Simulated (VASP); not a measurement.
MgB15N15 (a cell with a defect):

```
B Mg N
1.0
    -3.62411    3.62411   -3.62411
     3.62411    3.62411    3.62411
     3.62411   -3.62411   -3.62411
B Mg N
15 1 15
Direct
  0.99457 0.99484 0.97833
  0.00822 0.25421 0.75735
  0.00822 0.50753 0.50402
  0.99457 0.72850 0.24466
  0.25393 0.00850 0.75735
  0.25393 0.50753 0.25831
  0.24979 0.75160 0.00142
  0.50724 0.00850 0.50402
  0.50725 0.25421 0.25831
  0.49794 0.49822 0.00217
  0.49795 0.75235 0.74804
  0.72823 0.99485 0.24466
  0.75133 0.25007 0.00142
  0.75207 0.49822 0.74803
  0.75133 0.75161 0.49988
  0.18325 0.18351 0.43336
  0.99961 0.25052 0.00689
  0.00766 0.50542 0.75524
  0.99962 0.75708 0.50033
  0.25024 0.99989 0.00689
  0.25249 0.25277 0.78001
  0.25249 0.53019 0.50258
  0.25024 0.75707 0.24971
  0.50515 0.00794 0.75524
  0.52991 0.25277 0.50258
  0.50515 0.50543 0.25775
  0.50079 0.75103 0.00084
  0.75680 0.99989 0.50033
  0.75680 0.25052 0.24971
  0.75075 0.50107 0.00084
  0.75075 0.75103 0.75089
```

Base run:

* Program: VASP 6.6.1
* Functional: r2SCAN
* Potentials or basis: VASP PAW PBE potentials, release 64 (B, Mg, N)
* Cutoff: 580 eV
* k mesh: 1 × 1 × 1, shifted
* Occupations: fermi-dirac, width 0.01 eV
* Spin: no spin polarisation

Its results: band gap on the k mesh 4.54 eV; pressure 8.2 GPa; largest force 0.220 eV/Å.

Question: The run is repeated on the same cell with these changes: functional from r2SCAN to HSE06; cutoff from 580 eV to 520 eV; further incar settings from LREAL = Auto; ALGO = Normal; EDIFF = 1e-06; NBANDS = 82; ISYM = -1 to LREAL = Auto; ALGO = Normal; EDIFF = 1e-06; NBANDS = 82. What comes out?

Answer: Band gap on the k mesh 5.39 eV; pressure 2.9 GPa; largest force 0.319 eV/Å.

Caveats: some runs use coarse meshes; the PAW data sets were made with another functional, which shifts forces and pressure a little.

A k mesh can miss the band edges.
